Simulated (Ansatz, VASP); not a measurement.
## CsH in VASP and in Ansatz

INCAR

```
SYSTEM = CsH
PREC = Accurate
ENCUT = 520
EDIFF = 1E-6
ISMEAR = 0
SIGMA = 0.05
LREAL = .FALSE.
LASPH = .TRUE.
NELM = 100
ALGO = Normal
ISIF = 2
LWAVE = .FALSE.
LCHARG = .TRUE.
LELF = .TRUE.
LVHAR = .TRUE.
NBANDS = 12
```

KPOINTS

```
regular mesh
0
G
  8 8 8
  0 0 0
```

File POSCAR:

```
CsH
1.0
    0.0000000000      3.4430400000      3.0604800000
    3.4430400000      0.0000000000      3.0604800000
    3.4430400000      3.4430400000      0.0000000000
Cs H
1 1
Direct
    0.0000000000      0.0000000000      0.0000000000
    0.5000000000      0.5000000000      0.5000000000
```

Input for Ansatz:

```yaml
crystal:
  lattice:
    - [0.0, 3.44304, 3.06048]
    - [3.44304, 0.0, 3.06048]
    - [3.44304, 3.44304, 0.0]
  atoms:
    - { symbol: Cs, position: [0.0, 0.0, 0.0] }
    - { symbol: H, position: [0.5, 0.5, 0.5] }
basis:
  ecutwfc: 420
kpoints:
  mp_grid: { grid: [8, 8, 8] }
hamiltonian:
  xc: lda
scf:
  occupations: { method: gaussian, width: 0.05 }
output:
  forces: true
  stress: true
  eigenvalues: true
```

Change from the starting cell: strain +0.080 along x and y, -0.040 along z, atoms carried along.

Alike in both runs: task single point; functional LDA; k mesh 8 × 8 × 8; occupations gaussian, width 0.05 eV; no spin polarisation.

```csv
,VASP,Ansatz
version,VASP 6.6.1,Ansatz 0.2.0
potentials or method,"VASP PAW LDA potentials, release 64 (Cs_sv, H), cutoff 520 eV","scalar-relativistic, plane waves, PAW"
valence electrons in the cell,10,10
```

```tsv
	VASP	Ansatz	Ansatz less VASP
gap on the k mesh at the Fermi level (eV)	2.01	2.02	+0.014
least direct gap on the mesh (eV)	2.01	2.02	+0.014
pressure (GPa)	-1.6	-1.6	0.00
traceless stress, the component that is largest in VASP (GPa)	1.05	1.02	-0.032
```

LDA's correlation is that of Perdew and Zunger in VASP and of Perdew and Wang (1992) in Ansatz.

Neither program's run includes spin-orbit coupling.
